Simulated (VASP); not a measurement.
**Si3Ge2: single point with PBE**

Si3Ge2:

```
Si Ge
1.0
     3.62585    0.00000    0.00000
    -1.81292    3.14008    0.00000
     0.00000    0.00000   16.41732
Si Ge
6 4
Cartesian
  0.0000 2.0934 0.0000
  0.0000 2.0934 6.6722
  0.0000 2.0934 9.7452
  1.8129 1.0467 5.2586
  1.8129 1.0467 8.2087
  1.8129 1.0467 11.1587
  0.0000 2.0934 3.7765
  0.0000 2.0934 12.6408
  1.8129 1.0467 1.4548
  1.8129 1.0467 14.9625
```

```yaml
Program: VASP 6.6.1
Task: single point
Functional: PBE
Potentials_or_basis: VASP PAW PBE potentials, release 64 (Si, Ge_d)
Cutoff: 520 eV
k_mesh: 12 × 12 × 4
Occupations: gaussian, width 0.1 eV
Spin: no spin polarisation
```

- Pressure: 0.0 GPa
- Largest force: 0.004 eV/Å
- Band gap on the k mesh: zero (bands 40 and 41 overlap by 3.23 eV)

Forces on the atoms (eV/Å):
```
Si   0.000  0.000  0.000
Si   0.000  0.000 -0.003
Si   0.000  0.000  0.003
Si   0.000  0.000 -0.001
Si   0.000  0.000  0.000
Si   0.000  0.000  0.001
Ge   0.000  0.000  0.004
Ge   0.000  0.000 -0.004
Ge   0.000  0.000  0.002
Ge   0.000  0.000 -0.002
```

Levels at points of the mesh, in eV from the Fermi level:
```
           k point  band 36  band 37  band 38  band 39  band 40  band 41  band 42  band 43  band 44  band 45
(0.00, 0.00, 0.00)     0.17     0.17     1.20     1.37     1.37     1.65     2.61     2.61     2.71     2.71
(0.50, 0.00, 0.00)    -2.23    -1.90    -1.57    -1.52    -0.59    -0.08     0.53     0.61     0.69     0.85
(0.00, 0.00, 0.50)     0.21     1.00     1.26     1.29     1.29     1.99     2.36     2.71     2.71     2.90
(0.50, 0.00, 0.50)    -2.28    -1.88    -1.82    -1.18    -0.71    -0.09     0.16     0.81     0.94     1.05
```

Run time: 6.8 min on 1 thread of Intel(R) Xeon(R) 6975P-C (Granite Rapids), with other jobs on the host, peak memory 0.54 GiB.
